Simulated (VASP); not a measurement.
# MnRhCl (P4/nmm) in VASP: single point with LDA

Aim: the single point of MnRhCl with LDA.

Program: VASP 6.6.1. These are calculated values, not measurements. Logs are shortened: lines on timing, memory, paths and dates and some standing lists are left out, and cuts for length are marked.

### 1 The cell of the first run

Symmetry: P4/nmm, No. 129, tetragonal system. The conventional cell has a = 4.005 Å, b = 4.005 Å, c = 6.597 Å, α = 90.00°, β = 90.00°, γ = 90.00°. Cl (site symmetry 4mm) has 6 Mn at 2.93 to 3.67 Å and 4 Rh at 3.04 Å and 4 Cl at 3.47 Å within 3.9 Å. Mn (site symmetry 4mm) has 4 Rh at 2.43 Å and 5 Cl at 2.93 to 2.98 Å within 3.2 Å. Rh (site symmetry -4m2) has 4 Mn at 2.43 Å and 4 Rh at 2.83 Å and 4 Cl at 3.04 Å within 3.2 Å.

### 2 Single point, LDA

Input file INCAR:

```
SYSTEM = MnRhCl
ALGO     = Normal         ! electronic algorithm
EDIFF    = 1E-6           ! SCF threshold, eV
ENCUT    = 520            ! plane-wave cutoff, eV
ISIF     = 2              ! what is computed and relaxed
ISMEAR   = -1             ! smearing method
LASPH    = .True.         ! aspherical terms in the spheres
LCHARG   = .False.        ! write CHGCAR
LREAL    = .False.        ! projectors in reciprocal space
LWAVE    = .False.        ! write WAVECAR
NBANDS   = 44             ! bands
NELM     = 80             ! most SCF steps
PREC     = Accurate       ! precision mode
SIGMA    = 0.1            ! smearing width, eV
```

Input file KPOINTS:

```
k-points
0
Gamma
  5 5 3
  0 0 0
```

Input file POSCAR:

```
MnRhCl
1.0
    4.0050990000      0.0000000000      0.0000000000
    0.0000000000      4.0050990000      0.0000000000
    0.0000000000      0.0000000000      6.5973840000
Cl Mn Rh
2 2 2
Direct
    0.2500000000      0.2500000000      0.6526000000
    0.7500000000      0.7500000000      0.3474000000
    0.2500000000      0.2500000000      0.2091000000
    0.7500000000      0.7500000000      0.7909000000
    0.7500000000      0.2500000000      0.0000000000
    0.2500000000      0.7500000000      0.0000000000
```

Potentials or basis: VASP PAW LDA potentials, release 64 (Cl, Mn_pv, Rh_pv).

Launch:

```sh
> cat potpaw_LDA.64/Cl/POTCAR potpaw_LDA.64/Mn_pv/POTCAR potpaw_LDA.64/Rh_pv/POTCAR > POTCAR
> mpirun -np 1 vasp_std > vasp.out
```

OUTCAR:

```text
SYSTEM = MnRhCl
   EDIFF = 1E-6
   ENCUT = 520
   ISIF = 2
   ISMEAR = -1
   LASPH = .True.
   LREAL = .False.
   NELM = 80
   PREC = Accurate

 ion  position               nearest neighbor table
   1  0.250  0.250  0.653-
   2  0.750  0.750  0.347-
   3  0.250  0.250  0.209-   5 2.43   6 2.43   6 2.43   5 2.43
   4  0.750  0.750  0.791-   5 2.43   6 2.43   5 2.43   6 2.43
   5  0.750  0.250  0.000-   3 2.43   4 2.43   4 2.43   3 2.43   6 2.83   6 2.83   6 2.83   6 2.83

   6  0.250  0.750  0.000-   3 2.43   4 2.43   3 2.43   4 2.43   5 2.83   5 2.83   5 2.83   5 2.83

  LATTYP: Found a simple tetragonal cell.
 ALAT       =     4.0050990000
 C/A-ratio  =     1.6472461729

  Lattice vectors:

 A1 = (   4.0050990000,   0.0000000000,   0.0000000000)
 A2 = (   0.0000000000,   4.0050990000,   0.0000000000)
 A3 = (   0.0000000000,   0.0000000000,   6.5973840000)

Analysis of symmetry for initial positions (statically):
=====================================================================
 Subroutine PRICEL returns:
 Original cell was already a primitive cell.

 Routine SETGRP: Setting up the symmetry group for a
 simple tetragonal supercell.

 Subroutine GETGRP returns: Found 16 space group operations
 (whereof  4 operations were pure point group operations)
 out of a pool of 16 trial point group operations.

The static configuration has the point symmetry C_2h.
 The point group associated with its full space group is D_4h.

Analysis of symmetry for dynamics (positions and initial velocities):
=====================================================================
 Subroutine PRICEL returns:
 Original cell was already a primitive cell.

 Routine SETGRP: Setting up the symmetry group for a
 simple tetragonal supercell.

 Subroutine GETGRP returns: Found 16 space group operations
 (whereof  4 operations were pure point group operations)
 out of a pool of 16 trial point group operations.

The dynamic configuration has the point symmetry C_2h.
 The point group associated with its full space group is D_4h.

 Subroutine INISYM returns: Found 16 space group operations
 (whereof  4 operations are pure point group operations),
 and found     1 'primitive' translations

----------------------------------------------------------------------------------------

                                     Primitive cell

  volume of cell :     105.8274

  direct lattice vectors                    reciprocal lattice vectors
     4.005099000  0.000000000  0.000000000     0.249681718  0.000000000  0.000000000
     0.000000000  4.005099000  0.000000000     0.000000000  0.249681718  0.000000000
     0.000000000  0.000000000  6.597384000     0.000000000  0.000000000  0.151575230

  length of vectors
     4.005099000  4.005099000  6.597384000     0.249681718  0.249681718  0.151575230

  position of ions in fractional coordinates (direct lattice)
     0.250000000  0.250000000  0.652600000
     0.750000000  0.750000000  0.347400000
     0.250000000  0.250000000  0.209100000
     0.750000000  0.750000000  0.790900000
     0.750000000  0.250000000  0.000000000
     0.250000000  0.750000000  0.000000000

  ion indices of the primitive-cell ions
   primitive index   ion index
                 1           1
                 2           2
                 3           3
                 4           4
                 5           5
                 6           6

----------------------------------------------------------------------------------------

 KPOINTS: k-points

Automatic generation of k-mesh.
 Grid dimensions read from file:
 generate k-points for:    5    5    3

 Generating k-lattice:

  Cartesian coordinates                     Fractional coordinates (reciprocal lattice)
     0.049936344  0.000000000  0.000000000     0.200000000  0.000000000  0.000000000
     0.000000000  0.049936344  0.000000000     0.000000000  0.200000000  0.000000000
     0.000000000  0.000000000  0.050525077     0.000000000  0.000000000  0.333333333

  Length of vectors
     0.049936344  0.049936344  0.050525077

  Shift w.r.t. Gamma in fractional coordinates (k-lattice)
     0.000000000  0.000000000  0.000000000

 Subroutine IBZKPT returns following result:
 ===========================================

 Found     12 irreducible k-points:

 Following reciprocal coordinates:
            Coordinates               Weight
  0.000000  0.000000  0.000000      1.000000
  0.200000  0.000000  0.000000      4.000000
  0.400000  0.000000  0.000000      4.000000
  0.200000  0.200000  0.000000      4.000000
  0.400000  0.200000  0.000000      8.000000
  0.400000  0.400000  0.000000      4.000000
  0.000000  0.000000  0.333333      2.000000
  0.200000  0.000000  0.333333      8.000000
  0.400000  0.000000  0.333333      8.000000
  0.200000  0.200000  0.333333      8.000000
  0.400000  0.200000  0.333333     16.000000
  0.400000  0.400000  0.333333      8.000000
   k-points           NKPTS =     12   k-points in BZ     NKDIM =     12   number of bands    NBANDS=     44
   number of dos      NEDOS =    301   number of ions     NIONS =      6
   total plane-waves  NPLWV =  45000
   dimension x,y,z NGX =    30 NGY =   30 NGZ =   50
   dimension x,y,z NGXF=    60 NGYF=   60 NGZF=  100
   ions per type =               2   2   2
   NGX,Y,Z   is equivalent  to a cutoff of  12.45, 12.45, 12.60 a.u.
   NGXF,Y,Z  is equivalent  to a cutoff of  24.91, 24.91, 25.20 a.u.
 SYSTEM =  MnRhCl
   PREC   = accura    normal or accurate (medium, high low for compatibility)
   ISTART =      0    job   : 0-new  1-cont  2-samecut
   ICHARG =      2    charge: 1-file 2-atom 10-const
   ISPIN  =      1    spin polarized calculation?
   LNONCOLLINEAR =      F non collinear calculations
   LSORBIT =      F    spin-orbit coupling
   LASPH  =      T    aspherical Exc in radial PAW
   ENCUT  =  520.0 eV  38.22 Ry    6.18 a.u.   7.45  7.45 12.27*2*pi/ulx,y,z
   NELM   =     80;   NELMIN=  2; NELMDL= -5     # of ELM steps
   EDIFF  = 0.1E-05   stopping-criterion for ELM
   LREAL  =      F    real-space projection
   EDIFFG = 0.1E-04   stopping-criterion for IOM
   NSW    =      0    number of steps for IOM
   IBRION =     -1    ionic relax: 0-MD 1-quasi-New 2-CG
   NFREE  =      0    steps in history (QN), initial steepest desc. (CG)
   ISIF   =      2    stress and relaxation
   ISYM   =      2    0-nonsym 1-usesym 2-fastsym
   POTIM  = 0.5000    time-step for ionic-motion
   TEBEG  =    0.0;   TEEND  =   0.0 temperature during run
   PSTRESS=    0.0 pullay stress
   NELECT =      70.0000    total number of electrons
   NUPDOWN=      -1.0000    fix difference up-down
   EMIN   =  10.00;   EMAX   =-10.00  energy-range for DOS
   EFERMI =   0.00;   METHOD = LEGACY
   ISMEAR =    -1;   SIGMA  =   0.10  broadening in eV -4-tet -1-fermi 0-gaus
   EFERMI_NEDOS =   21; number of points for ismear=-14 and -15
   IALGO  =     38    algorithm
   IMIX   =      4    mixing-type and parameters
     AMIX     =   0.40;   BMIX     =  1.00
     AMIX_MAG =   1.60;   BMIX_MAG =  1.00
  volume/ion in A,a.u.               =      17.64       119.03
  Fermi-wavevector in a.u.,A,eV,Ry     =   1.426400  2.695506 27.682656  2.034618
  Thomas-Fermi vector in A             =   2.546681
   LORBIT       =      0    0 simple, 1 ext, 2 COOP (PROOUT), +10 PAW based schemes
   GGA     = CA    functional components
   LHFCALC =     F    Hartree Fock is set to
   AEXX    =    0.0000 exact exchange contribution
   IVDW    =     0    specifies the selected vdW correction
   LEPSILON=     F    determine dielectric tensor
   LRPA    =     F    only Hartree local field effects (RPA)
 non-spin polarized calculation
  energy-cutoff  :      520.00
  volume of cell :      105.83
 maximum number of plane-waves:      2897
 NGX is ok and might be reduce to    30
   NGX = 15   NGY = 15   NGZ = 25

 number of electron      70.0000018 magnetization

 Free energy of the ion-electron system (eV)
  ---------------------------------------------------
  ext. energy  EPLUGINS =         0.00000000
  ---------------------------------------------------
  free energy    TOTEN  =       -38.20493493 eV

  energy without entropy =      -37.72461081  energy(sigma->0) =      -37.96477287

 E-fermi :   6.2993     XC(G=0): -11.4890

 val. band max:        6.2885894224   @ k =   0.4000   0.2000   0.0000
 cond. band min:       6.3046526710   @ k =   0.0000   0.0000   0.0000
 fundamental gap:      0.0160632486
 Fermi energy:         6.2993466093

 k-point     1 :       0.0000    0.0000    0.0000
  band No.  band energies     occupation
      1     -41.4777      2.00000
      2     -41.4777      2.00000
      3     -41.4455      2.00000
      4     -41.4455      2.00000
      5     -41.4092      2.00000
      6     -41.3873      2.00000
[... 36 lines left out ...]
     43      11.4195      0.00000
     44      11.5164      0.00000

 k-point     2 :       0.2000    0.0000    0.0000
  band No.  band energies     occupation
      1     -41.4738      2.00000
      2     -41.4695      2.00000
      3     -41.4478      2.00000
      4     -41.4466      2.00000
      5     -41.4137      2.00000
      6     -41.3929      2.00000
[... 36 lines left out ...]
     43      10.1835      0.00000
     44      11.8057      0.00000

 k-point     3 :       0.4000    0.0000    0.0000
  band No.  band energies     occupation
      1     -41.4646      2.00000
      2     -41.4547      2.00000
      3     -41.4514      2.00000
      4     -41.4463      2.00000
      5     -41.4207      2.00000
      6     -41.4092      2.00000
[... 36 lines left out ...]
     43       9.7880      0.00000
     44      11.0502      0.00000

 k-point     4 :       0.2000    0.2000    0.0000
  band No.  band energies     occupation
      1     -41.4767      2.00000
      2     -41.4566      2.00000
      3     -41.4525      2.00000
      4     -41.4456      2.00000
      5     -41.4184      2.00000
      6     -41.3973      2.00000
[... 318 lines left out ...]
     43       9.9420      0.00000
     44      10.6685      0.00000

 k-point    11 :       0.4000    0.2000    0.3333
  band No.  band energies     occupation
      1     -41.4702      2.00000
      2     -41.4599      2.00000
      3     -41.4441      2.00000
      4     -41.4412      2.00000
      5     -41.4253      2.00000
      6     -41.4112      2.00000
[... 36 lines left out ...]
     43       9.9699      0.00000
     44      11.0589      0.00000

 k-point    12 :       0.4000    0.4000    0.3333
  band No.  band energies     occupation
      1     -41.4696      2.00000
      2     -41.4642      2.00000
      3     -41.4446      2.00000
      4     -41.4386      2.00000
      5     -41.4261      2.00000
      6     -41.4172      2.00000
[... 36 lines left out ...]
     43      10.2229      0.00000
     44      10.2496      0.00000

------------------------ aborting loop because EDIFF is reached ----------------------------------------

  FORCE on cell =-STRESS in cart. coord.  units (eV):
  Direction    XX          YY          ZZ          XY          YZ          ZX
  --------------------------------------------------------------------------------------
  -------------------------------------------------------------------------------------
  Total       -9.2157643     -9.2157643     -6.8504987      0.0000000      0.0000000     -0.0000000
  in kB     -139.5223131   -139.5223131   -103.7133102      0.0000000      0.0000000     -0.0000000
  external PRESSURE =    -127.5859788 kB  Pullay stress =       0.0000000 kB

 VOLUME and BASIS-vectors are now :
 -----------------------------------------------------------------------------
  energy-cutoff  :      520.00
  volume of cell :      105.83
      direct lattice vectors                 reciprocal lattice vectors
     4.005099000  0.000000000  0.000000000     0.249681718  0.000000000  0.000000000
     0.000000000  4.005099000  0.000000000     0.000000000  0.249681718  0.000000000
     0.000000000  0.000000000  6.597384000     0.000000000  0.000000000  0.151575230

 POSITION                                       TOTAL-FORCE (eV/Angst)
 -----------------------------------------------------------------------------------
      1.00127      1.00127      4.30545        -0.000000      0.000000     -0.874616
      3.00382      3.00382      2.29193        -0.000000     -0.000000      0.874616
      1.00127      1.00127      1.37951        -0.000000      0.000000     -0.679986
      3.00382      3.00382      5.21787        -0.000000      0.000000      0.679986
      3.00382      1.00127      0.00000         0.000000     -0.000000      0.000000
      1.00127      3.00382      0.00000         0.000000     -0.000000     -0.000000
 -----------------------------------------------------------------------------------
    total drift:                                0.000000      0.000000     -0.000000

  FREE ENERGIE OF THE ION-ELECTRON SYSTEM (eV)
  ---------------------------------------------------
  free  energy   TOTEN  =       -38.2049349299 eV

  energy  without entropy=      -37.7246108093  energy(sigma->0) =      -37.96477287
```

It took 88 s on 1 thread of Intel Xeon Platinum 8488C (Sapphire Rapids), shared host; peak memory 0.19 GiB.

What came out:

```yaml
Free_energy: -38.2049 eV
Pressure: -12.8 GPa
Largest_force: 0.875 eV/Å
Band_gap_on_the_k_mesh: zero (band 35 reaches 6.38 eV, above the bottom of band 36 at 6.25 eV)
```

Forces on the atoms (eV/Å):
```
Cl   0.000  0.000 -0.875
Cl   0.000  0.000  0.875
Mn   0.000  0.000 -0.680
Mn   0.000  0.000  0.680
Rh   0.000  0.000  0.000
Rh   0.000  0.000  0.000
```

Stress tensor (GPa, compression positive):
```
-13.95   0.00   0.00
  0.00 -13.95   0.00
  0.00   0.00 -10.37
```

Levels at points of the mesh, in eV from the Fermi level:
| k point | band 31 | band 32 | band 33 | band 34 | band 35 | band 36 | band 37 | band 38 | band 39 | band 40 |
| --- | --- | --- | --- | --- | --- | --- | --- | --- | --- | --- |
| (0.00, 0.00, 0.00) | -0.77 | -0.68 | -0.40 | -0.40 | -0.04 | 0.01 | 0.21 | 0.25 | 0.29 | 0.29 |

Caveat: the run has no spin polarisation, though such a crystal can be magnetic.
